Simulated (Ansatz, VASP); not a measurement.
## Two plane-wave programs on YbH3

```
Yb H
1.0
     0.00000    2.60497    2.60497
     2.60497    0.00000    2.60497
     2.60497    2.60497    0.00000
Yb H
1 3
Direct
  0.00000 0.00000 0.00000
  0.75000 0.75000 0.75000
  0.25000 0.25000 0.25000
  0.50000 0.50000 0.50000
```

Alike in both runs: task single point; functional PBE; k mesh 14 × 14 × 14; occupations gaussian, width 0.05 eV; no spin polarisation.

|  | VASP | Ansatz |
| --- | --- | --- |
| version | VASP 6.6.1 | Ansatz 0.2.0 |
| potentials or method | VASP PAW PBE potentials, release 64 (Yb, H), cutoff 520 eV | scalar-relativistic, plane waves, PAW |
| valence electrons in the cell | 27 | 27 |

|  | VASP | Ansatz | Ansatz less VASP |
| --- | --- | --- | --- |
| pressure (GPa) | -5.4 | -5.4 | -0.01 |

With one functional, cell and mesh, what is left measures potentials, basis and numerics.

Spin-orbit coupling is off throughout.
